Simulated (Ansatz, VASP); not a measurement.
## Two plane-wave programs on Sn

File INCAR:

```
  PREC = Accurate
  ENCUT = 600
  EDIFF = 1E-7
  ISMEAR = -1
  SIGMA = 0.05
  LREAL = False
  LASPH = True
  NELM = 60
  ALGO = Normal
  ISIF = 3
  LWAVE = False
  LCHARG = False
  GGA = PE
  IBRION = 2
  NSW = 60
  EDIFFG = -0.005
```

File KPOINTS:

```
regular mesh
0
Gamma
  13 13 13
```

File POSCAR:

```
Sn
1.0
    3.1154964611      0.0000000000      0.0000000000
    0.0000000000      3.1154964611      0.0000000000
    0.0000000000      0.0000000000      3.1154964611
Sn
1
Direct
    0.0000000000      0.0000000000      0.0000000000
```

Input for Ansatz:

```yaml
crystal:
  lattice:
    - [3.1154964611, 0.0, 0.0]
    - [0.0, 3.1154964611, 0.0]
    - [0.0, 0.0, 3.1154964611]
  atoms:
    - { symbol: Sn, position: [0.0, 0.0, 0.0] }
kpoints:
  mp_grid: { grid: [13, 13, 13] }
scf:
  occupations: { method: fermi_dirac, width: 0.05 }
hamiltonian:
  xc: pbe
  pseudopotentials: { kind: paw }
output:
  forces: true
  stress: true
  write_density: true
  write_potential: true
  elf: true
  volumetric_format: npy
relax:
  f_tol: 0.005
  max_steps: 40
  cell: {}
```

Alike in both runs: task relaxation of cell and atoms; functional PBE; k mesh 13 × 13 × 13; occupations fermi-dirac, width 0.05 eV; no spin polarisation.

```csv
,VASP,Ansatz
version,VASP 6.6.1,Ansatz 0.2.0
potentials or method,"VASP PAW PBE potentials, release 64 (Sn_d)","PAW with Ansatz's default frozen-core files, scalar-relativistic"
plane-wave cutoff (eV),600,420
valence electrons in the cell,14,14
```

```tsv
	VASP	Ansatz	Ansatz less VASP
relaxed volume (Å³/atom)	29.45	29.46	+0.009
relaxed cell length with the largest relative difference (Å)	3.088	3.088	+0.0003
```
